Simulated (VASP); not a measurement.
A run of VASP 6.6.1 is set up as follows.

Contents of INCAR:

```
SYSTEM = BP
ALGO = Normal
EDIFF = 1E-6
ENCUT = 520
GGA = PE
ISIF = 2
ISMEAR = 0
LASPH = .TRUE.
LCHARG = .FALSE.
LREAL = .FALSE.
LWAVE = .FALSE.
NBANDS = 11
NELM = 80
PREC = Accurate
SIGMA = 0.1
```

KPOINTS

```
k-points
0
G
  6 6 6
  0 0 0
```

Contents of POSCAR:

```
BP
1.0
    2.9704699200      0.0000000000      0.0000000000
    0.0000000000      2.9704699200      0.0000000000
    0.0000000000      0.0000000000      3.2973869900
B P
1 1
Direct
    0.0000000000      0.0000000000      0.0000000000
    0.5000000000      0.5000000000      0.5000000000
```

Potentials or basis: VASP PAW PBE potentials, release 64 (B, P).

The run is started by

```sh
$ cat potpaw_PBE.64/B/POTCAR potpaw_PBE.64/P/POTCAR > POTCAR
$ mpirun -np 1 vasp_std > vasp.out
```

(1) What does it give for the pressure?

(2) What does it give for the band gap on the k mesh?

Answers

(1) -21.5 GPa.

(2) zero (band 4 reaches 8.00 eV, above the bottom of band 5 at 3.71 eV).
